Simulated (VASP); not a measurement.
# AlP (F-43m) in VASP: notebook

AlP is run at these levels: PBEsol; tasks: G0W0 quasiparticle levels.

Everything below comes from runs of VASP 6.6.1. Logs are shortened: lines on timing, memory, paths and dates and some standing lists are left out, and cuts for length are marked.

### 1 The cell of the first run

Symmetry: F-43m, No. 216, cubic system. Conventional cell: a = 5.451 Å, b = 5.451 Å, c = 5.451 Å, α = 90.00°, β = 90.00°, γ = 90.00°. Within 3.1 Å of Al (site symmetry -43m) lie 4 P at 2.36 Å. P (site symmetry -43m) has 4 Al at 2.36 Å within 3.1 Å.

### 2 G0W0 quasiparticle levels, PBEsol

The input, POSCAR:

```
AlP
1.0
    0.0000000000      2.7255000000      2.7255000000
    2.7255000000      0.0000000000      2.7255000000
    2.7255000000      2.7255000000      0.0000000000
Al P
1 1
Direct
    0.0000000000      0.0000000000      0.0000000000
    0.2500000000      0.2500000000      0.2500000000
```

The input, INCAR.step1:

```
SYSTEM = AlP
  PREC = Accurate
  ENCUT = 500
  EDIFF = 1E-8
  ISMEAR = 0
  SIGMA = 0.01
  LREAL = .False.
  LASPH = .True.
  NELM = 80
  ALGO = Normal
  LWAVE = .True.
  LCHARG = .False.
  GGA = PS
```

The input, INCAR.step2:

```
SYSTEM = AlP
  PREC = Accurate
  ENCUT = 500
  EDIFF = 1E-8
  ISMEAR = 0
  SIGMA = 0.01
  LREAL = .False.
  LASPH = .True.
  NELM = 1
  ALGO = Exact
  LWAVE = .True.
  LCHARG = .False.
  GGA = PS
  NBANDS = 48
  LOPTICS = .True.
  ISTART = 1
```

The input, INCAR.step3:

```
SYSTEM = AlP
  PREC = Accurate
  ENCUT = 500
  EDIFF = 1E-8
  ISMEAR = 0
  SIGMA = 0.01
  LREAL = .False.
  LASPH = .True.
  ALGO = EVGW0
  LWAVE = .False.
  LCHARG = .False.
  GGA = PS
  NELMGW = 1
  NBANDS = 48
  ENCUTGW = 80.0
  NOMEGA = 48
  PRECFOCK = Fast
  ISTART = 1
  NBANDSGW = 12
```

The input, KPOINTS:

```
regular mesh
0
Gamma
  4 4 4
  0 0 0
```

Potentials or basis: VASP PAW PBE potentials, release 64 (Al_GW, P_GW).

The run is started by

```
$ cat potpaw_PBE.64/Al_GW/POTCAR potpaw_PBE.64/P_GW/POTCAR > POTCAR
$ cp INCAR.step1 INCAR
$ mpirun -np 1 vasp_std > vasp.out
$ cp INCAR.step2 INCAR
$ mpirun -np 1 vasp_std > vasp.out
$ cp INCAR.step3 INCAR
$ mpirun -np 1 vasp_std > vasp.out
```

OUTCAR:

```text
SYSTEM = AlP
   PREC = Accurate
   ENCUT = 500
   EDIFF = 1E-8
   ISMEAR = 0
   LREAL = .False.
   LASPH = .True.
   GGA = PS
   NELMGW = 1
   ENCUTGW = 80.0
   PRECFOCK = Fast
   ISTART = 1

 ion  position               nearest neighbor table
   1  0.000  0.000  0.000-   2 2.36   2 2.36   2 2.36   2 2.36
   2  0.250  0.250  0.250-   1 2.36   1 2.36   1 2.36   1 2.36

  LATTYP: Found a face centered cubic cell.
 ALAT       =     5.4510000000

  Lattice vectors:

 A1 = (   0.0000000000,   2.7255000000,   2.7255000000)
 A2 = (   2.7255000000,   0.0000000000,   2.7255000000)
 A3 = (   2.7255000000,   2.7255000000,   0.0000000000)

Analysis of symmetry for initial positions (statically):
=====================================================================
 Subroutine PRICEL returns:
 Original cell was already a primitive cell.

 Routine SETGRP: Setting up the symmetry group for a
 face centered cubic supercell.

 Subroutine GETGRP returns: Found 24 space group operations
 (whereof 24 operations were pure point group operations)
 out of a pool of 48 trial point group operations.

The static configuration has the point symmetry T_d .

Analysis of symmetry for dynamics (positions and initial velocities):
=====================================================================
 Subroutine PRICEL returns:
 Original cell was already a primitive cell.

 Routine SETGRP: Setting up the symmetry group for a
 face centered cubic supercell.

 Subroutine GETGRP returns: Found 24 space group operations
 (whereof 24 operations were pure point group operations)
 out of a pool of 48 trial point group operations.

The dynamic configuration has the point symmetry T_d .

 Subroutine INISYM returns: Found 24 space group operations
 (whereof 24 operations are pure point group operations),
 and found     1 'primitive' translations

----------------------------------------------------------------------------------------

                                     Primitive cell

  volume of cell :      40.4919

  direct lattice vectors                    reciprocal lattice vectors
     0.000000000  2.725500000  2.725500000    -0.183452578  0.183452578  0.183452578
     2.725500000  0.000000000  2.725500000     0.183452578 -0.183452578  0.183452578
     2.725500000  2.725500000  0.000000000     0.183452578  0.183452578 -0.183452578

  length of vectors
     3.854439064  3.854439064  3.854439064     0.317749185  0.317749185  0.317749185

  position of ions in fractional coordinates (direct lattice)
     0.000000000  0.000000000  0.000000000
     0.250000000  0.250000000  0.250000000

  ion indices of the primitive-cell ions
   primitive index   ion index
                 1           1
                 2           2

----------------------------------------------------------------------------------------

 KPOINTS: regular mesh

Automatic generation of k-mesh.
 Grid dimensions read from file:
 generate k-points for:    4    4    4

 Generating k-lattice:

  Cartesian coordinates                     Fractional coordinates (reciprocal lattice)
    -0.045863144  0.045863144  0.045863144     0.250000000  0.000000000  0.000000000
     0.045863144 -0.045863144  0.045863144     0.000000000  0.250000000  0.000000000
     0.045863144  0.045863144 -0.045863144     0.000000000  0.000000000  0.250000000

  Length of vectors
     0.079437296  0.079437296  0.079437296

  Shift w.r.t. Gamma in fractional coordinates (k-lattice)
     0.000000000  0.000000000  0.000000000

 Subroutine IBZKPT returns following result:
 ===========================================

 Found      8 irreducible k-points:

 Following reciprocal coordinates:
            Coordinates               Weight
  0.000000  0.000000  0.000000      1.000000
  0.250000  0.000000  0.000000      8.000000
  0.500000  0.000000  0.000000      4.000000
  0.250000  0.250000  0.000000      6.000000
  0.500000  0.250000  0.000000     24.000000
 -0.250000  0.250000  0.000000     12.000000
  0.500000  0.500000  0.000000      3.000000
 -0.250000  0.500000  0.250000      6.000000
   k-points           NKPTS =      8   k-points in BZ     NKDIM =     64   number of bands    NBANDS=     48
   number of dos      NEDOS =    301   number of ions     NIONS =      2
   total plane-waves  NPLWV =  21952
   dimension x,y,z NGX =    28 NGY =   28 NGZ =   28
   dimension x,y,z NGXF=    56 NGYF=   56 NGZF=   56
   ions per type =               1   1
   NGX,Y,Z   is equivalent  to a cutoff of  12.08, 12.08, 12.08 a.u.
   NGXF,Y,Z  is equivalent  to a cutoff of  24.15, 24.15, 24.15 a.u.
 SYSTEM =  AlP
   PREC   = accura    normal or accurate (medium, high low for compatibility)
   ISTART =      1    job   : 0-new  1-cont  2-samecut
   ICHARG =      0    charge: 1-file 2-atom 10-const
   ISPIN  =      1    spin polarized calculation?
   LNONCOLLINEAR =      F non collinear calculations
   LSORBIT =      F    spin-orbit coupling
   LASPH  =      T    aspherical Exc in radial PAW
   ENCUT  =  500.0 eV  36.75 Ry    6.06 a.u.   7.03  7.03  7.03*2*pi/ulx,y,z
   NELM   =     60;   NELMIN=  2; NELMDL=  0     # of ELM steps
   EDIFF  = 0.1E-07   stopping-criterion for ELM
   LREAL  =      F    real-space projection
   EDIFFG = 0.1E-06   stopping-criterion for IOM
   NSW    =      0    number of steps for IOM
   IBRION =     -1    ionic relax: 0-MD 1-quasi-New 2-CG
   NFREE  =      0    steps in history (QN), initial steepest desc. (CG)
   ISIF   =      0    stress and relaxation
   ISYM   =      3    0-nonsym 1-usesym 2-fastsym
   POTIM  = 0.5000    time-step for ionic-motion
   TEBEG  =    0.0;   TEEND  =   0.0 temperature during run
   PSTRESS=    0.0 pullay stress
   NELECT =       8.0000    total number of electrons
   NUPDOWN=      -1.0000    fix difference up-down
   EMIN   =  10.00;   EMAX   =-10.00  energy-range for DOS
   EFERMI =   0.00;   METHOD = LEGACY
   ISMEAR =     0;   SIGMA  =   0.01  broadening in eV -4-tet -1-fermi 0-gaus
   EFERMI_NEDOS =   21; number of points for ismear=-14 and -15
   IALGO  =     38    algorithm
   IMIX   =      4    mixing-type and parameters
     AMIX     =   0.40;   BMIX     =  1.00
     AMIX_MAG =   1.60;   BMIX_MAG =  1.00
  volume/ion in A,a.u.               =      20.25       136.63
  Fermi-wavevector in a.u.,A,eV,Ry     =   0.953488  1.801831 12.369596  0.909140
  Thomas-Fermi vector in A             =   2.082148
   LORBIT       =      0    0 simple, 1 ext, 2 COOP (PROOUT), +10 PAW based schemes
   GGA     = PS    functional components
   LHFCALC =     T    Hartree Fock is set to
   PRECFOCK=fast      Normal, Fast or Accurate (Low or Medium for compatibility)
   ENCUT4O =  -1.0   cutoff for four orbital integrals eV
   NKREDX  =     1    reduce k-point grid by
   NKREDY  =     1    reduce k-point grid by
   NKREDZ  =     1    reduce k-point grid by
   AEXX    =    1.0000 exact exchange contribution
   HFSCREEN=    0.0000 screening length (either q_TF or 0.3 A-1)
   HFSCREENC=   0.0000 screening length for correlation (either q_TF or 0.3 A-1)
   ENCUTFOCK=  -1.0 apply spherical cutoff to Coloumb kernel
   IVDW    =     0    specifies the selected vdW correction
   LEPSILON=     F    determine dielectric tensor
   LRPA    =     F    only Hartree local field effects (RPA)
   LRPAFORCE           =     F    calculate RPA forces
   ENCUTGW             =  80.0    cutoff for response function in eV
   ENCUTGWSOFT         =  64.0    soft cutoff for Coulomb kernel in GW response function in eV
   ENCUTLF             =  -1.0    cutoff for local field effects
   NELMGW              =     1    number of iterations in solving QP/BSE equation
   NELMHF              =     1    number of iterations in the inner HF iteration
   NKREDLFX            =     1    NKREDLFY  =   1   NKREDLFZ  =   1
 non-spin polarized calculation
 Gauss-broadening in eV      SIGMA  =   0.01
  energy-cutoff  :      500.00
  volume of cell :       40.49
 maximum number of plane-waves:      1056
  NGX = 16; NGY = 16; NGZ = 16
   NGX = 13   NGY = 13   NGZ = 13
 maximum number of plane-waves:        70
 NGX is ok and might be reduce to    14

 QP shifts <psi_nk| G(iteration)W_0 |psi_nk>: iteration 1
 for sc-GW calculations column KS-energies equals QP-energies in previous step
 and V_xc(KS)=  KS-energies - (<T + V_ion + V_H > + <T+V_H+V_ion>^1  + <V_x>^1)

 k-point   1 :       0.0000    0.0000    0.0000
  band No.  KS-energies  QP-energies   sigma(KS)   V_xc(KS)     V^pw_x(r,r')   Z            occupation Imag(sigma)

      1      -7.6646      -8.0270     -11.6127     -11.0706     -18.3844       0.6686       2.0000       1.3121
      2       3.9013       3.5972     -12.3462     -11.9473     -14.1216       0.7624       2.0000       0.0686
      3       3.9013       3.5972     -12.3462     -11.9473     -14.1216       0.7624       2.0000       0.0686
      4       3.9013       3.5972     -12.3462     -11.9473     -14.1216       0.7624       2.0000       0.0686
      5       7.1310       7.7439      -9.4501     -10.2446      -5.4718       0.7714       0.0000      -0.0932
      6       8.3827       8.9815      -8.9510      -9.7388      -4.8490       0.7601       0.0000      -0.0984
      7       8.3827       8.9815      -8.9510      -9.7388      -4.8490       0.7601       0.0000      -0.0984
      8       8.3827       8.9815      -8.9510      -9.7388      -4.8490       0.7601       0.0000      -0.0984
      9      12.6517      13.3473      -9.0672     -10.0007      -4.1589       0.7453       0.0000      -0.2093
     10      12.6517      13.3473      -9.0672     -10.0007      -4.1589       0.7453       0.0000      -0.2093
     11      14.0088      14.3189      -7.6433      -8.0547      -2.3023       0.7537       0.0000      -0.3613
     12      16.0025      16.3147      -7.8257      -8.2398      -2.1126       0.7539       0.0000      -0.6042

 k-point   2 :       0.2500    0.0000    0.0000
  band No.  KS-energies  QP-energies   sigma(KS)   V_xc(KS)     V^pw_x(r,r')   Z            occupation Imag(sigma)
[... 97 lines left out ...]
      1      -5.2148      -5.4327     -12.4717     -12.1584     -18.5311       0.6953       2.0000       0.8792
      2      -1.0723      -1.5337     -11.1443     -10.4890     -14.6126       0.7041       2.0000       0.2261
      3       0.6440       0.1640     -11.0746     -10.4192     -13.6704       0.7324       2.0000       0.1260
      4       1.0022       0.5574     -10.9053     -10.3034     -13.2450       0.7390       2.0000       0.1087
      5       8.1000       8.5492      -9.0521      -9.6401      -5.1531       0.7640       0.0000      -0.0953
      6       9.8101      10.5121      -9.7003     -10.6404      -5.1977       0.7468       0.0000      -0.1404
      7       9.9164      10.4508      -8.7940      -9.4965      -4.5046       0.7606       0.0000      -0.1280
      8      10.1813      10.7101      -8.6776      -9.3835      -3.9107       0.7492       0.0000      -0.1684
      9      15.1202      15.6473      -9.4020     -10.1268      -3.3778       0.7274       0.0000      -0.5338
     10      15.7858      16.6218     -10.0547     -11.1866      -4.2832       0.7385       0.0000      -0.5203
     11      17.1326      17.6695      -9.2287      -9.9455      -3.1958       0.7490       0.0000      -0.7084
     12      18.0697      18.8415      -9.7275     -10.7769      -3.6336       0.7354       0.0000      -0.7366
```

It took 87 s on 1 thread of AMD EPYC 7R13, shared host; peak memory 0.34 GiB.

What came out:

- Band gap on the k mesh, mean-field level: 1.40 eV, indirect (least direct gap 3.23 eV)
- Quasiparticle gap: 2.06 eV
- Least direct quasiparticle gap: 4.15 eV

Caveat: the k points lie up to 0.50 Å⁻¹ apart; bands, screening cutoff and mesh are small and nothing is extrapolated, so the quasiparticle values aren't converged. A k mesh can miss the band edges.

### 3 G0W0 quasiparticle levels, PBEsol

POSCAR is that of step 2.

The input, INCAR.step1:

```
PREC = Accurate
ENCUT = 500
EDIFF = 1E-8
ISMEAR = 0
SIGMA = 0.01
LREAL = False
LASPH = True
NELM = 100
ALGO = Normal
LWAVE = True
LCHARG = False
GGA = PS
```

The input, INCAR.step2:

```
PREC = Accurate
ENCUT = 500
EDIFF = 1E-8
ISMEAR = 0
SIGMA = 0.01
LREAL = False
LASPH = True
NELM = 1
ALGO = Exact
LWAVE = True
LCHARG = False
GGA = PS
NBANDS = 224
LOPTICS = True
ISTART = 1
```

The input, INCAR.step3:

```
PREC = Accurate
ENCUT = 500
EDIFF = 1E-8
ISMEAR = 0
SIGMA = 0.01
LREAL = False
LASPH = True
ALGO = EVGW0
LWAVE = False
LCHARG = False
GGA = PS
NELMGW = 1
NBANDS = 224
ENCUTGW = 200
NOMEGA = 48
PRECFOCK = Fast
ISTART = 1
NBANDSGW = 12
```

The input, KPOINTS:

```
Automatic mesh
0
Gamma
  6 6 6
```

Potentials or basis: VASP PAW PBE potentials, release 64 (Al_GW, P_GW).

The run is started by

```
$ cat potpaw_PBE.64/Al_GW/POTCAR potpaw_PBE.64/P_GW/POTCAR > POTCAR
$ cp INCAR.step1 INCAR
$ mpirun -np 1 vasp_std > vasp.out
$ cp INCAR.step2 INCAR
$ mpirun -np 1 vasp_std > vasp.out
$ cp INCAR.step3 INCAR
$ mpirun -np 1 vasp_std > vasp.out
```

OUTCAR:

```text
PREC = Accurate
   ENCUT = 500
   EDIFF = 1E-8
   ISMEAR = 0
   LREAL = False
   LASPH = True
   GGA = PS
   NELMGW = 1
   ENCUTGW = 200
   PRECFOCK = Fast
   ISTART = 1

 ion  position               nearest neighbor table
   1  0.000  0.000  0.000-   2 2.36   2 2.36   2 2.36   2 2.36
   2  0.250  0.250  0.250-   1 2.36   1 2.36   1 2.36   1 2.36
[... 190 lines left out ...]
      2       3.8655       3.1082     -12.9438     -11.9429     -13.9202       0.7566       2.0000       0.0106
      3       3.8655       3.1082     -12.9438     -11.9429     -13.9202       0.7566       2.0000       0.0106
      4       3.8655       3.1082     -12.9438     -11.9429     -13.9202       0.7566       2.0000       0.0106
      5       7.1040       7.3761      -9.8971     -10.2514      -5.6748       0.7681       0.0000      -0.1047
      6       8.3712       8.6981      -9.3163      -9.7468      -4.9335       0.7595       0.0000      -0.1117
      7       8.3712       8.6981      -9.3163      -9.7468      -4.9335       0.7595       0.0000      -0.1117
      8       8.3712       8.6981      -9.3163      -9.7468      -4.9335       0.7595       0.0000      -0.1117
      9      12.6361      12.9890      -9.5290     -10.0048      -4.1758       0.7417       0.0000      -0.2252
     10      12.6361      12.9890      -9.5290     -10.0048      -4.1758       0.7417       0.0000      -0.2252
     11      13.9972      14.1172      -7.9206      -8.0803      -2.3503       0.7513       0.0000      -0.3570
     12      15.9951      16.0864      -8.1376      -8.2597      -2.1355       0.7482       0.0000      -0.5993
[... 228 lines left out ...]
      1      -5.2697      -5.8817     -13.0296     -12.1382     -18.5055       0.6865       2.0000       0.7789
      2      -1.2198      -1.9466     -11.4792     -10.4348     -14.6309       0.6958       2.0000       0.1760
      3       0.8943       0.1141     -11.6346     -10.5624     -13.6877       0.7277       2.0000       0.0466
      4       1.1349       0.3812     -11.4635     -10.4341     -13.3321       0.7321       2.0000       0.0379
      5       7.0650       7.2329      -9.0666      -9.2847      -5.0278       0.7700       0.0000      -0.1039
      6       8.1001       8.3799      -9.3926      -9.7586      -5.0972       0.7647       0.0000      -0.1092
      7      11.4490      11.6935      -9.3655      -9.6979      -3.9459       0.7356       0.0000      -0.2279
      8      11.8125      12.1108      -9.9849     -10.3912      -4.5713       0.7343       0.0000      -0.2222
      9      15.0675      15.2430      -9.8697     -10.1141      -3.3758       0.7186       0.0000      -0.5275
     10      15.7577      16.1010     -10.7013     -11.1731      -4.2629       0.7277       0.0000      -0.5410
     11      17.0755      17.2421      -9.8093     -10.0352      -3.2511       0.7373       0.0000      -0.6941
     12      17.8790      18.1807     -10.3006     -10.7124      -3.6230       0.7327       0.0000      -0.7418
```

OUTCAR.step2:

```text
PREC = Accurate
   ENCUT = 500
   EDIFF = 1E-8
   ISMEAR = 0
   LREAL = False
[... 848 lines left out ...]
     0.00000     9.86178     9.86178     9.86178    -0.00000    -0.00000     0.00000
     2.16898    12.63360    12.63360    12.63360    -0.00000    -0.00000     0.00000
     4.33795     8.41319     8.41319     8.41319     0.00000     0.00000    -0.00000
     6.50693    -2.81258    -2.81258    -2.81258    -0.00000     0.00000    -0.00000
     8.67590    -4.07746    -4.07746    -4.07746    -0.00000    -0.00000    -0.00000
    10.84488    -1.69616    -1.69616    -1.69616     0.00000    -0.00000    -0.00000
[... 92 lines left out ...]
   212.55961     0.99370     0.99370     0.99370     0.00000    -0.00000    -0.00000
   214.72859     0.99383     0.99383     0.99383     0.00000    -0.00000    -0.00000
```

It took 39 min on 1 thread of AMD EPYC 7R43 (Zen 3), shared host; peak memory 1.2 GiB.

What came out:

| Item | Value |
| --- | --- |
| Band gap on the k mesh, mean-field level | 1.42 eV, indirect (least direct gap 3.24 eV) |
| Quasiparticle gap | 2.35 eV |
| Least direct quasiparticle gap | 4.27 eV |

Levels at points of the mesh, in eV from the valence-band top:
```
           k point  band 1  band 2  band 3  band 4  band 5  band 6  band 7  band 8
(0.00, 0.00, 0.00)  -11.56    0.00    0.00    0.00    3.24    4.51    4.51    4.51
(0.50, 0.00, 0.00)   -9.85   -5.61   -0.77   -0.77    2.74    4.74    4.74    8.09
(0.50, 0.50, 0.00)   -9.17   -5.36   -2.14   -2.14    1.42    2.36   11.03   11.03
```

Caveat: bands, screening cutoff and mesh are small and nothing is extrapolated, so the quasiparticle values aren't converged. A k mesh can miss the band edges.
